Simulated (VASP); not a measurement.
Wanted: the native input for a VASP 6.6.1 run.

```
Task                   : single point
Functional             : PBE
Potentials or basis    : VASP PAW PBE potentials, release 64 (Si, O, Sn_d)
Cutoff                 : 520 eV
k mesh                 : 2 × 2 × 2
Occupations            : gaussian, width 0.05 eV
Spin                   : no spin polarisation
Dipole correction      : no
Further INCAR settings : LREAL = Auto; ALGO = Normal; EDIFF = 1e-06; NBANDS = 84
```

The structure of Si6SnO16 (a cell with a defect) lies in POSCAR:

```
Si6SnO16
1.0
   -4.1790000000     -4.1790000000      0.0000000000
    4.1790000000     -4.1790000000      0.0000000000
    0.0000000000      0.0000000000      5.3298000000
Si O Sn
6 16 1
Direct
    0.4987950467      0.5287316344      0.0006371721
   -0.0002428811      0.5036982532      0.2546883560
    0.5000485762      0.5113687485      0.5089342940
   -0.0005756162      0.4999113424      0.7521901385
    0.0035154343      0.0164982053      0.0029635258
   -0.0036495573      0.0051233549      0.5056799505
    0.1914843264      0.5041684614      0.0038468610
   -0.0012019622      0.2008497248      0.2453574243
    0.8072894233      0.5029601579      0.0042260498
    0.0022579564      0.7999873175      0.2747540245
    0.1948554678      0.4913783202      0.5033050021
   -0.0018639627      0.2007431204      0.7577047919
    0.8045098110      0.4917976789      0.5028147398
    0.0012223020      0.7923697057      0.7219081391
    0.7581477626     -0.0840704714     -0.0228186799
    0.4998911223      0.7035221345      0.2578575181
    0.2507753051     -0.0741945441     -0.0239070884
    0.4979893515      0.3352999521      0.2497485834
    0.7100411582      0.0100571907      0.4932738564
    0.5001947834      0.6982256521      0.7453197118
    0.2835203398      0.0075117253      0.4952686780
    0.4994161283      0.3153378799      0.7671010169
    0.5063895669      0.0458870543      0.1045744681
```

The input as run:

INCAR

```
PREC = Accurate
ENCUT = 520
EDIFF = 1E-6
ISMEAR = 0
SIGMA = 0.05
LREAL = Auto
LASPH = T
NELM = 80
ALGO = Normal
ISIF = 2
LWAVE = F
LCHARG = F
GGA = PE
NBANDS = 84
```

KPOINTS

```
Automatic mesh
0
Gamma
  2 2 2
```

Potentials or basis: VASP PAW PBE potentials, release 64 (Si, O, Sn_d).

Command:

```bash
$ cat potpaw_PBE.64/Si/POTCAR potpaw_PBE.64/O/POTCAR potpaw_PBE.64/Sn_d/POTCAR > POTCAR
$ mpirun -np 1 vasp_std > vasp.out
```

It gave:

The pressure is 34.1 GPa. The largest force is 4.013 eV/Å and the band gap on the k mesh is zero (band 67 reaches 7.22 eV, above the bottom of band 68 at 7.06 eV).

Caveat: the k points lie up to 0.59 Å⁻¹ apart; spin-orbit coupling is left out, which moves the levels of the heavy elements.

Run time: 6.8 min on 1 thread of Intel(R) Xeon(R) Platinum 8259CL CPU @ 2.50GHz (Skylake/Cascade Lake), on a shared host, peak memory 0.32 GiB.
